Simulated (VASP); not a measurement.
# Cs2Zn (P6/mmm) in VASP: notebook, part 2 of 2

VASP 6.6.1. The steps go on from the part before.

## 4. Relaxation of cell and atoms, PBE

This run uses another cell than the first one, of 35.39 Å³/atom.

File INCAR:

```
PREC = Accurate ; ENCUT = 600
EDIFF = 1E-7 ; ISMEAR = 0
SIGMA = 0.1 ; LREAL = False
LASPH = True ; NELM = 80
ALGO = Normal ; ISIF = 3
LWAVE = False ; LCHARG = False
GGA = PE ; IBRION = 2
NSW = 90 ; EDIFFG = -0.04
```

File KPOINTS:

```
regular mesh
0
Gamma
  3 3 6
```

File POSCAR:

```
Cs2Zn
1.0
    5.7772782763      0.0000000000      0.0000000000
   -2.8886391382      5.0032697521      0.0000000000
    0.0000000000      0.0000000000      3.6725612076
Cs Zn
2 1
Direct
    0.3333333333      0.6666666667      0.5000000000
    0.6666666667      0.3333333333      0.5000000000
    0.0000000000      0.0000000000      0.0000000000
```

Run with:

```
cat potpaw_PBE.64/Cs_sv/POTCAR potpaw_PBE.64/Zn/POTCAR > POTCAR
mpirun -np 1 vasp_std > vasp.out
```

Run time: 2.1 min. Hardware: 1 thread of Intel Xeon 6975P-C (Granite Rapids), shared host; peak memory 0.27 GiB.

Results (log left out):

```yaml
Free_energy: -1.8439 eV
Relaxed_volume: 65.35 Å³/atom
Relaxed_cell: a = 6.970 Å, b = 6.970 Å, c = 4.660 Å, α = 90.00°, β = 90.00°, γ = 120.00°
Space_group_after_relaxing_to_0.1_Å: P6/mmm (No. 191)
Energy_gained_by_relaxing: 245.1 meV/atom
Ionic_steps: 11
Pressure_after_relaxing: 0.0 GPa
Band_gap_on_the_k_mesh: zero (bands 15 and 16 overlap by 1.07 eV)
```

Step by step:
| step | energy change (eV) | largest force (eV/Å) | pressure (GPa) | volume (Å³) |
| --- | --- | --- | --- | --- |
| 1 | 0.0000 | 0.0000 | 5.40 | 106.16 |
| 2 | -0.4192 | 0.0000 | 2.06 | 125.55 |
| 3 | -0.5849 | 0.0000 | 1.20 | 142.23 |
| 4 | -0.6896 | 0.0000 | 0.07 | 179.82 |
| 5 | -0.6896 | 0.0000 | 0.08 | 178.09 |
| 6 | -0.7077 | 0.0000 | 0.08 | 180.26 |
| 7 | -0.7309 | 0.0000 | 0.12 | 185.61 |
| 8 | -0.7317 | 0.0000 | 0.12 | 187.00 |
| 9 | -0.7318 | 0.0000 | 0.12 | 186.76 |
| 10 | -0.7339 | 0.0000 | 0.08 | 190.24 |
| 11 | -0.7352 | 0.0000 | 0.00 | 196.05 |

Final structure:
```
Cs Zn
1.0
     6.96987    0.00000    0.00000
    -3.48493    6.03608    0.00000
     0.00000    0.00000    4.66007
Cs Zn
2 1
Direct
  0.33333 0.66667 0.50000
  0.66667 0.33333 0.50000
  0.00000 0.00000 0.00000
```

Levels at points of the mesh, in eV from the Fermi level:
```csv
k point,band 13,band 14,band 15,band 16,band 17,band 18
"(0.00, 0.00, 0.00)",-7.07,-3.89,0.16,0.39,0.39,1.60
"(0.00, 0.00, 0.50)",-7.06,-2.99,-0.70,0.90,0.90,1.07
```

Caveat: the k points lie up to 0.35 Å⁻¹ apart in the final cell, too coarse for converged energies and pressures of a metal; the volume moved by over 15 % at a fixed basis, so the end points are rough; spin-orbit coupling is left out, which moves the levels of the heavy elements.

## 5. Single point, PBE

This run uses another cell than the first one, of 67.04 Å³/atom.

File INCAR:

```
SYSTEM = Cs2Zn
ALGO     = Fast           ! electronic algorithm
EDIFF    = 1E-7           ! SCF threshold, eV
ENCUT    = 520            ! plane-wave cutoff, eV
GGA      = PE             ! functional
ISIF     = 2              ! what is computed and relaxed
ISMEAR   = 0              ! smearing method
LASPH    = .TRUE.         ! aspherical terms in the spheres
LCHARG   = .FALSE.        ! write CHGCAR
LREAL    = .FALSE.        ! projectors in reciprocal space
LWAVE    = .FALSE.        ! write WAVECAR
NBANDS   = 22             ! bands
NELM     = 60             ! most SCF steps
PREC     = Accurate       ! precision mode
SIGMA    = 0.1            ! smearing width, eV
```

File KPOINTS:

```
k-points
0
G
  12 12 10
  0 0 0
```

File POSCAR:

```
Cs2Zn
1.0
    7.0920605229      0.0000000000      0.0000000000
   -3.5460302615      6.1419045780      0.0000000000
    0.0000000000      0.0000000000      4.6169095481
Cs Zn
2 1
Direct
    0.3333333333      0.6666666667      0.5000000000
    0.6666666667      0.3333333333      0.5000000000
    0.0000000000      0.0000000000      0.0000000000
```

Potentials or basis: VASP PAW PBE potentials, release 64 (Cs_sv, Zn).

Run with:

```
cat potpaw_PBE.64/Cs_sv/POTCAR potpaw_PBE.64/Zn/POTCAR > POTCAR
mpirun -np 1 vasp_std > vasp.out
```

OUTCAR:

```text
SYSTEM = Cs2Zn
   EDIFF = 1E-7
   ENCUT = 520
   GGA = PE
   ISIF = 2
   ISMEAR = 0
   LASPH = .TRUE.
   LREAL = .FALSE.
   NELM = 60
   PREC = Accurate

 ion  position               nearest neighbor table
   1  0.333  0.667  0.500-
   2  0.667  0.333  0.500-
   3  0.000  0.000  0.000-

  LATTYP: Found a hexagonal cell.
 ALAT       =     7.0920605229
 C/A-ratio  =     0.6509969188

  Lattice vectors:

 A1 = (   7.0920605229,   0.0000000000,   0.0000000000)
 A2 = (  -3.5460302615,   6.1419045780,   0.0000000000)
 A3 = (   0.0000000000,   0.0000000000,   4.6169095481)

Analysis of symmetry for initial positions (statically):
=====================================================================
 Subroutine PRICEL returns:
 Original cell was already a primitive cell.

 Routine SETGRP: Setting up the symmetry group for a
 hexagonal supercell.

 Subroutine GETGRP returns: Found 24 space group operations
 (whereof 24 operations were pure point group operations)
 out of a pool of 24 trial point group operations.

The static configuration has the point symmetry D_6h.

Analysis of symmetry for dynamics (positions and initial velocities):
=====================================================================
 Subroutine PRICEL returns:
 Original cell was already a primitive cell.

 Routine SETGRP: Setting up the symmetry group for a
 hexagonal supercell.

 Subroutine GETGRP returns: Found 24 space group operations
 (whereof 24 operations were pure point group operations)
 out of a pool of 24 trial point group operations.

The dynamic configuration has the point symmetry D_6h.

[... 112 lines left out ...]
   NUPDOWN=      -1.0000    fix difference up-down
   EMIN   =  10.00;   EMAX   =-10.00  energy-range for DOS
   EFERMI =   0.00;   METHOD = LEGACY
   ISMEAR =     0;   SIGMA  =   0.10  broadening in eV -4-tet -1-fermi 0-gaus
   EFERMI_NEDOS =   21; number of points for ismear=-14 and -15
   IALGO  =     68    algorithm
   IMIX   =      4    mixing-type and parameters
     AMIX     =   0.40;   BMIX     =  1.00
     AMIX_MAG =   1.60;   BMIX_MAG =  1.00
  volume/ion in A,a.u.               =      67.04       452.38
  Fermi-wavevector in a.u.,A,eV,Ry     =   0.868240  1.640735 10.256618  0.753840
  Thomas-Fermi vector in A             =   1.986889
   LORBIT       =      0    0 simple, 1 ext, 2 COOP (PROOUT), +10 PAW based schemes
   GGA     = PE    functional components
   LHFCALC =     F    Hartree Fock is set to
   AEXX    =    0.0000 exact exchange contribution
   IVDW    =     0    specifies the selected vdW correction
   LEPSILON=     F    determine dielectric tensor
   LRPA    =     F    only Hartree local field effects (RPA)
 non-spin polarized calculation
 RMM-DIIS sequential band-by-band and
 Gauss-broadening in eV      SIGMA  =   0.10
  energy-cutoff  :      520.00
  volume of cell :      201.11
 maximum number of plane-waves:      5447
 NGX is ok and might be reduce to    54
   NGX = 27   NGY = 27   NGZ = 17

 number of electron      29.9999987 magnetization

 Free energy of the ion-electron system (eV)
  ---------------------------------------------------
  ext. energy  EPLUGINS =         0.00000000
  ---------------------------------------------------
  free energy    TOTEN  =        -1.83961381 eV

  energy without entropy =       -1.82196429  energy(sigma->0) =       -1.83078905

 E-fermi :   1.1138     XC(G=0):  -6.5313

 val. band max:        1.1090248423   @ k =   0.5000   0.0000   0.5000
 cond. band min:       1.1140865959   @ k =   0.3333   0.0833   0.4000
 fundamental gap:      0.0050617536
 Fermi energy:         1.1138197975

 k-point     1 :       0.0000    0.0000    0.0000
  band No.  band energies     occupation
      1     -22.9341      2.00000
      2     -22.8244      2.00000
      3     -10.0086      2.00000
      4     -10.0086      2.00000
      5      -9.5814      2.00000
      6      -9.4564      2.00000
[... 589 lines left out ...]
     21       3.6335      0.00000
     22       3.8069      0.00000

 [... further k-points ...]

------------------------ aborting loop because EDIFF is reached ----------------------------------------

  FORCE on cell =-STRESS in cart. coord.  units (eV):
  Direction    XX          YY          ZZ          XY          YZ          ZX
  --------------------------------------------------------------------------------------
  -------------------------------------------------------------------------------------
  Total        0.0197437      0.0197437      0.0257048     -0.0000000      0.0000000      0.0000000
  in kB        0.1572941      0.1572941      0.2047846     -0.0000000      0.0000000      0.0000000
  external PRESSURE =       0.1731243 kB  Pullay stress =       0.0000000 kB

 VOLUME and BASIS-vectors are now :
 -----------------------------------------------------------------------------
  energy-cutoff  :      520.00
  volume of cell :      201.11
      direct lattice vectors                 reciprocal lattice vectors
     7.092060523  0.000000000  0.000000000     0.141002745  0.081407973  0.000000000
    -3.546030261  6.141904578  0.000000000     0.000000000  0.162815945  0.000000000
     0.000000000  0.000000000  4.616909548     0.000000000  0.000000000  0.216595103

 POSITION                                       TOTAL-FORCE (eV/Angst)
 -----------------------------------------------------------------------------------
     -0.00000      4.09460      2.30845        -0.000000     -0.000000      0.000000
      3.54603      2.04730      2.30845         0.000000     -0.000000     -0.000000
      0.00000      0.00000      0.00000         0.000000      0.000000      0.000000
 -----------------------------------------------------------------------------------
    total drift:                                0.000000      0.000000     -0.000000

  FREE ENERGIE OF THE ION-ELECTRON SYSTEM (eV)
  ---------------------------------------------------
  free  energy   TOTEN  =        -1.8396138141 eV

  energy  without entropy=       -1.8219642935  energy(sigma->0) =       -1.83078905
```

stdout:

```text
POSCAR found type information on POSCAR CsZn
 POSCAR found :  2 types and       3 ions
 scaLAPACK will be used
 LDA part: xc-table for (Slater+PW92), standard interpolation
 POSCAR, INCAR and KPOINTS ok, starting setup
 FFT: planning ... GRIDC
 FFT: planning ... GRID_SOFT
 FFT: planning ... GRID
 WAVECAR not read
 entering main loop
```

It took 4.3 min on 1 thread of Intel Xeon 6975P-C (Granite Rapids), shared host; peak memory 0.65 GiB.

What came out:

| Item | Value |
| --- | --- |
| Free energy | -1.8396 eV |
| Pressure | 0.0 GPa |
| Band gap on the k mesh | zero (bands 15 and 16 overlap by 1.07 eV) |

Caveat: spin-orbit coupling is left out, which moves the levels of the heavy elements.

## 6. Summary

| task | cell | k mesh | cutoff (eV) | gap on the mesh (eV) | pressure (GPa) |
| --- | --- | --- | --- | --- | --- |
| single point | a = 7.019, b = 7.019, c = 4.694 Å, angles 90.0, 90.0, 120.0°, 3 atoms | 3 × 3 × 6 | 520 | none | 0.0 |
| single point | a = 5.777, b = 5.777, c = 3.673 Å, angles 90.0, 90.0, 120.0°, 3 atoms | 6 × 6 × 6 | 520 | none | 5.5 |
| relaxation of cell and atoms | relaxed from a = 5.777, b = 5.777, c = 3.673 Å, angles 90.0, 90.0, 120.0°, 3 atoms | 3 × 3 × 6 | 600 | none | 0.0 |
| single point | a = 7.092, b = 7.092, c = 4.617 Å, angles 90.0, 90.0, 120.0°, 3 atoms | 12 × 12 × 10 | 520 | none | 0.0 |

Alike in all rows: level PBE; potentials or basis VASP PAW PBE potentials, release 64 (Cs_sv, Zn); no spin polarisation; smearing gaussian 0.1 eV.

Caveats: some runs use coarse meshes; spin-orbit coupling is left out, which moves the levels of the heavy elements; the cell stands under pressure (at least some runs); the volume moved by over 15 % at a fixed basis, so the end points are rough (at least some runs).

Total energies depend on the potentials used, so only differences within one code and one set of settings carry meaning.
